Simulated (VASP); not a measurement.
## ZrSi2Sb4: single point with r2SCAN+rVV10

Crystal: ZrSi2Sb4.

```
CELL_PARAMETERS angstrom
-3.73333 3.73333 3.20416
3.73333 -3.73333 3.20416
3.73333 3.73333 -3.20416
ATOMIC_POSITIONS crystal
Zr 0.00000 0.00000 0.00000
Si 0.00000 0.50000 0.50000
Si 0.50000 0.00000 0.50000
Sb 0.05473 0.94527 0.50000
Sb 0.55473 0.05473 0.10946
Sb 0.94527 0.44527 0.89054
Sb 0.44527 0.55473 0.50000
```

- Program: VASP 6.6.1
- Task: single point
- Functional: r2SCAN
- Dispersion: rVV10
- Potentials or basis: VASP PAW PBE potentials, release 64 (Zr_sv, Si, Sb)
- Cutoff: 520 eV
- k mesh: 6 × 6 × 6
- Occupations: fermi-dirac, width 0.03 eV
- Spin: no spin polarisation

```yaml
Pressure: 0.4 GPa
Largest_force: 0.067 eV/Å
Band_gap_on_the_k_mesh: zero (bands 20 and 21 overlap by 0.59 eV)
```

Forces in eV/Å, atoms in the order of the input:
```
Zr   0.000  0.000  0.000
Si   0.000  0.000  0.000
Si   0.000  0.000  0.000
Sb   0.047 -0.047  0.000
Sb  -0.047 -0.047  0.000
Sb   0.047  0.047  0.000
Sb  -0.047  0.047  0.000
```

Levels at points of the mesh, in eV from the Fermi level:
```csv
k point,band 17,band 18,band 19,band 20,band 21,band 22,band 23,band 24
"(0.00, 0.00, 0.00)",-1.04,-0.27,-0.27,-0.15,0.34,1.21,1.34,1.34
"(0.50, 0.00, 0.00)",-2.22,-2.15,-1.65,-0.66,0.37,1.02,1.22,1.30
"(0.50, 0.50, 0.00)",-2.34,-1.93,-1.71,0.21,0.31,1.14,1.45,1.60
"(0.50, 0.50, 0.50)",-2.17,-1.29,-1.00,-1.00,-0.30,0.06,1.41,1.41
```

It took 8.1 min on 1 thread of Intel(R) Xeon(R) Platinum 8559C (Emerald Rapids) (shared host), peak memory 0.84 GiB.

Caveat: the PAW data sets were made with another functional, which shifts forces and pressure a little; spin-orbit coupling is left out, which moves the levels of the heavy elements.
